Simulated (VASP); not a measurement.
# BN (P-6m2) in VASP: vibrations by perturbation theory with PBE

Aim: the vibrations by perturbation theory of BN with PBE.

Program: VASP 6.6.1. These are calculated values, not measurements. Logs are shortened: lines on timing, memory, paths and dates and some standing lists are left out, and cuts for length are marked.

**1. The cell of the first run**

It takes space group P-6m2 (No. 187, hexagonal). Conventional cell: a = 2.512 Å, b = 2.512 Å, c = 8.518 Å, α = 90.00°, β = 90.00°, γ = 120.00°. B (site symmetry -6m2) has 3 N at 1.45 Å within 1.9 Å. B (site symmetry -6m2) has 3 N at 1.45 Å within 1.9 Å. Within 1.9 Å of N (site symmetry -6m2) lie 3 B at 1.45 Å. Within 1.9 Å of N (site symmetry -6m2) lie 3 B at 1.45 Å.

**2. Vibrations by perturbation theory, PBE**

INCAR

```
PREC     = Accurate       # precision mode
ENCUT    = 520            # plane-wave cutoff, eV
EDIFF    = 1E-8           # SCF threshold, eV
ISMEAR   = 0              # smearing method
SIGMA    = 0.01           # smearing width, eV
LREAL    = False          # projectors in reciprocal space
LASPH    = True           # aspherical terms in the spheres
NELM     = 60             # most SCF steps
ALGO     = Normal         # electronic algorithm
ISIF     = 2              # what is computed and relaxed
LWAVE    = False          # write WAVECAR
LCHARG   = False          # write CHGCAR
GGA      = PE             # functional
NBANDS   = 16             # bands
IBRION   = 8              # ionic algorithm
NSW      = 1              # ionic steps
LEPSILON = True           # dielectric tensor by DFPT
```

KPOINTS

```
regular mesh
0
Gamma
  12 12 4
```

POSCAR

```
BN
1.0
    2.5121221233      0.0000000000      0.0000000000
   -1.2560610616      2.1755615762      0.0000000000
    0.0000000000      0.0000000000      8.5179557531
B N
2 2
Direct
    0.0000000000      0.0000000000      0.5000000000
    0.3333333333      0.6666666667      0.0000000000
    0.3333333333      0.6666666667      0.5000000000
    0.6666666667      0.3333333333      0.0000000000
```

Potentials or basis: VASP PAW PBE potentials, release 64 (B, N).

Run with:

```bash
cat potpaw_PBE.64/B/POTCAR potpaw_PBE.64/N/POTCAR > POTCAR
mpirun -np 1 vasp_std > vasp.out
```

OUTCAR:

```text
PREC = Accurate
   ENCUT = 520
   EDIFF = 1E-8
   ISMEAR = 0
   LREAL = False
   LASPH = True
   NELM = 60
   ISIF = 2
   GGA = PE
   IBRION = 8
   NSW = 1
   LEPSILON = True

 ion  position               nearest neighbor table
   1  0.000  0.000  0.500-   3 1.45   3 1.45   3 1.45
   2  0.333  0.667  0.000-   4 1.45   4 1.45   4 1.45
   3  0.333  0.667  0.500-   1 1.45   1 1.45   1 1.45
   4  0.667  0.333  0.000-   2 1.45   2 1.45   2 1.45

  LATTYP: Found a hexagonal cell.
 ALAT       =     2.5121221233
 C/A-ratio  =     3.3907411085

  Lattice vectors:

 A1 = (   2.5121221233,   0.0000000000,   0.0000000000)
 A2 = (  -1.2560610616,   2.1755615762,   0.0000000000)
 A3 = (   0.0000000000,   0.0000000000,   8.5179557531)

Analysis of symmetry for initial positions (statically):
=====================================================================
 Subroutine PRICEL returns:
 Original cell was already a primitive cell.

 Routine SETGRP: Setting up the symmetry group for a
 hexagonal supercell.

 Subroutine GETGRP returns: Found 12 space group operations
 (whereof 12 operations were pure point group operations)
 out of a pool of 24 trial point group operations.

The static configuration has the point symmetry D_3h.

Analysis of symmetry for dynamics (positions and initial velocities):
=====================================================================
 Subroutine PRICEL returns:
 Original cell was already a primitive cell.

 Routine SETGRP: Setting up the symmetry group for a
 hexagonal supercell.

 Subroutine GETGRP returns: Found 12 space group operations
 (whereof 12 operations were pure point group operations)
 out of a pool of 24 trial point group operations.

The dynamic configuration has the point symmetry D_3h.

 Subroutine INISYM returns: Found 12 space group operations
 (whereof 12 operations are pure point group operations),
 and found     1 'primitive' translations

----------------------------------------------------------------------------------------

                                     Primitive cell

  volume of cell :      46.5530

  direct lattice vectors                    reciprocal lattice vectors
     2.512122123  0.000000000  0.000000000     0.398069819  0.229825717  0.000000000
    -1.256061062  2.175561576  0.000000000     0.000000000  0.459651435  0.000000000
     0.000000000  0.000000000  8.517955753     0.000000000  0.000000000  0.117399060

  length of vectors
     2.512122123  2.512122123  8.517955753     0.459651435  0.459651435  0.117399060

  position of ions in fractional coordinates (direct lattice)
     0.000000000  0.000000000  0.500000000
     0.333333333  0.666666667  0.000000000
     0.333333333  0.666666667  0.500000000
     0.666666667  0.333333333  0.000000000

  ion indices of the primitive-cell ions
   primitive index   ion index
                 1           1
                 2           2
                 3           3
[... 644 lines left out ...]
 -----------------------------------------------------------------------------
     0.00000  0.00000 -0.00000
    -0.00000  0.00000  0.00000
     0.00000  0.00000 -0.00004

[... ionic steps 4 to 12 ...]

--------------------------------------- Ionic step       13  -------------------------------------------

------------------------ aborting loop because EDIFF is reached ----------------------------------------

[... ionic steps 14 to 14 ...]

--------------------------------------- Ionic step       15  -------------------------------------------

 Free energy of the ion-electron system (eV)
  ---------------------------------------------------
  ---------------------------------------------------
  free energy    TOTEN  =        -0.27383954 eV

  energy without entropy =       -0.27383954

------------------------ aborting loop because EDIFF is reached ----------------------------------------

 INTERNAL STRAIN TENSOR  FOR ION    4  DIRECTION 3   (eV/Angst):
 -----------------------------------------------------------------------------
    -0.00045  0.00000 -0.00000
    -0.00000 -0.00045  0.00000
    -0.00000 -0.00000  0.00137

 MACROSCOPIC STATIC DIELECTRIC TENSOR (including local field effects in DFT)
 ------------------------------------------------------
           3.966300     0.000000     0.000000
           0.000000     3.966300     0.000000
           0.000000     0.000000     1.960334
 ------------------------------------------------------

 PIEZOELECTRIC TENSOR (including local field effects)  for field in x, y, z        (e  Angst)
          XX          YY          ZZ          XY          YZ          ZX
  --------------------------------------------------------------------------------
  x     0.00000    -0.00000     0.00000     2.53896     0.00000     0.00000
  y     2.53896    -2.53896     0.00000    -0.00000     0.00000     0.00000
  z     0.00000     0.00000     0.00000     0.00000     0.00000    -0.00000

 PIEZOELECTRIC TENSOR (including local field effects)  for field in x, y, z        (C/m^2)
          XX          YY          ZZ          XY          YZ          ZX
  --------------------------------------------------------------------------------
  x     0.00000    -0.00000     0.00000     0.87382     0.00000     0.00000
  y     0.87382    -0.87382     0.00000    -0.00000     0.00000     0.00000
  z     0.00000     0.00000     0.00000     0.00000     0.00000    -0.00000

 BORN EFFECTIVE CHARGES (including local field effects) (in |e|, cummulative output)
 ---------------------------------------------------------------------------------
 ion    1
    1     2.71246     0.00000     0.00000
    2     0.00000     2.71246     0.00000
    3    -0.00000     0.00000     0.47087
 ion    2
    1     2.71256     0.00000     0.00000
    2     0.00000     2.71256     0.00000
    3     0.00000     0.00000     0.47784
 ion    3
    1    -2.71138    -0.00000     0.00000
    2    -0.00000    -2.71138     0.00000
    3     0.00000    -0.00000    -0.47375
 ion    4
    1    -2.71365    -0.00000     0.00000
    2    -0.00000    -2.71365     0.00000
    3     0.00000     0.00000    -0.47496

 INTERNAL STRAIN TENSOR FOR ION    4 for displacements in x,y,z  (eV/Angst):
          X           Y           Z          XY          YZ          ZX
  --------------------------------------------------------------------------------
  x     0.00000    -0.00000    -0.00000    11.62371     0.00000     0.00000
  y    11.62371   -11.62371     0.00000    -0.00000     0.00000     0.00000
  z     0.00000     0.00000     0.00000     0.00000     0.00000    -0.00000

 SECOND DERIVATIVES (NOT SYMMETRIZED)
 ------------------------------------
               1X          1Y          1Z          2X          2Y          2Z          3X          3Y          3Z          4X          4Y          4Z
  1X   -40.346817   -0.000000    0.000000    0.035624    0.000000    0.000000   40.286766    0.000000    0.000000    0.024427    0.000000    0.000000
  1Y    -0.000000  -40.346817    0.000000    0.000000    0.035624    0.000000    0.000000   40.286766    0.000000    0.000000    0.024427    0.000000
  1Z    -0.000000    0.000000  -13.996511    0.000000    0.000000    0.439822    0.000000    0.000000   13.984067    0.000000    0.000000   -0.427377
  2X     0.035734    0.000000    0.000000  -40.342613   -0.000000    0.000000    0.030006    0.000000    0.000000   40.276873    0.000000    0.000000
  2Y     0.000000    0.035734    0.000000   -0.000000  -40.342613    0.000000    0.000000    0.030006    0.000000    0.000000   40.276873    0.000000
  2Z     0.000000   -0.000000    0.440358    0.000000    0.000000  -13.980573    0.000000   -0.000000   -0.435843   -0.000000    0.000000   13.976058
  3X    40.336270    0.000000    0.000000   -0.032674   -0.000000    0.000000  -40.282214   -0.000000    0.000000   -0.021382   -0.000000    0.000000
  3Y     0.000000   40.336270    0.000000   -0.000000   -0.032674    0.000000   -0.000000  -40.282214    0.000000   -0.000000   -0.021382    0.000000
  3Z     0.000000    0.000000   13.983733    0.000000    0.000000   -0.435759    0.000000    0.000000  -13.994649    0.000000    0.000000    0.446676
  4X    -0.039722   -0.000000    0.000000   40.324398    0.000000    0.000000   -0.023072   -0.000000    0.000000  -40.261604   -0.000000    0.000000
  4Y    -0.000000   -0.039722    0.000000    0.000000   40.324398    0.000000   -0.000000   -0.023072    0.000000   -0.000000  -40.261604    0.000000
  4Z     0.000000   -0.000000   -0.427200    0.000000    0.000000   13.974770   -0.000000    0.000000    0.445963    0.000000   -0.000000  -13.993533

 Eigenvectors and eigenvalues of the dynamical matrix
 ----------------------------------------------------

   1 f  =   40.192383 THz   252.536193 2PiTHz 1340.673601 cm-1   166.222267 meV
             X         Y         Z           dx          dy          dz
      0.000000  0.000000  4.258978     0.395749    0.514737    0.000000
     -0.000000  1.450374  0.000000    -0.230849   -0.300258    0.000000
     -0.000000  1.450374  4.258978    -0.347310   -0.451735    0.000000
      1.256061  0.725187  0.000000     0.202424    0.263286    0.000000
[... 71 lines left out ...]
  12 f/i=    0.050409 THz     0.316730 2PiTHz    1.681468 cm-1     0.208475 meV
             X         Y         Z           dx          dy          dz
      0.000000  0.000000  4.258978    -0.225528   -0.309545    0.000000
     -0.000000  1.450374  0.000000    -0.316515   -0.434428    0.000000
     -0.000000  1.450374  4.258978    -0.256628   -0.352231    0.000000
      1.256061  0.725187  0.000000    -0.360355   -0.494600    0.000000

--------------------------------------------------------------------------------------------------------

 MACROSCOPIC STATIC DIELECTRIC TENSOR IONIC CONTRIBUTION
 ------------------------------------------------------
           1.421132     0.000000     0.000000
           0.000000     1.421132    -0.000000
           0.000000    -0.000000     0.130782
 ------------------------------------------------------

 ELASTIC MODULI CONTR FROM IONIC RELAXATION (kBar)
 Direction    XX          YY          ZZ          XY          YZ          ZX
 --------------------------------------------------------------------------------
 XX        -233.8724    233.8724     -0.0000     -0.0000     -0.0000      0.0000
 YY         233.8724   -233.8724      0.0000     -0.0000      0.0000     -0.0000
 ZZ          -0.0000      0.0000     -0.0000     -0.0000     -0.0000      0.0000
 XY          -0.0000     -0.0000     -0.0000   -233.8724     -0.0000     -0.0000
 YZ          -0.0000      0.0000     -0.0000     -0.0000     -0.0000     -0.0000
 ZX           0.0000     -0.0000      0.0000     -0.0000     -0.0000     -0.0000
 --------------------------------------------------------------------------------

 PIEZOELECTRIC TENSOR IONIC CONTR  for field in x, y, z        (C/m^2)
          XX          YY          ZZ          XY          YZ          ZX
  --------------------------------------------------------------------------------
  x    -0.00000     0.00000     0.00000    -0.52968     0.00000    -0.00000
  y    -0.52968     0.52968    -0.00000     0.00000     0.00000    -0.00000
  z    -0.00000     0.00000     0.00000     0.00000     0.00000     0.00000
```

Wall time 22 min (1 thread of AMD EPYC 9R45 (Zen 5), shared host); peak memory 0.49 GiB.

What came out:

```
Electronic dielectric tensor (diagonal)                 : 3.97, 3.97, 1.96
Born charges (mean of the diagonal)                     : B +1.97; N -1.97 e
Highest phonon frequency at Γ, LO-TO splitting left out : 1341 cm⁻¹
```

Phonon frequencies in cm⁻¹ (negative: imaginary):
| q point | frequencies |
| --- | --- |
| (0.000, 0.000, 0.000) | -2 -2 0 10 10 23 777 802 1340 1340 1341 1341 |

Electronic dielectric tensor:
```
3.97 0.00 0.00
0.00 3.97 0.00
0.00 0.00 1.96
```

Born effective charge tensors (e):
atom 1, B
```
2.71 0.00 0.00
0.00 2.71 0.00
0.00 0.00 0.47
```
atom 2, B
```
2.71 0.00 0.00
0.00 2.71 0.00
0.00 0.00 0.48
```
atom 3, N
```
-2.71  0.00  0.00
 0.00 -2.71  0.00
 0.00  0.00 -0.47
```
atom 4, N
```
-2.71  0.00  0.00
 0.00 -2.71  0.00
 0.00  0.00 -0.47
```
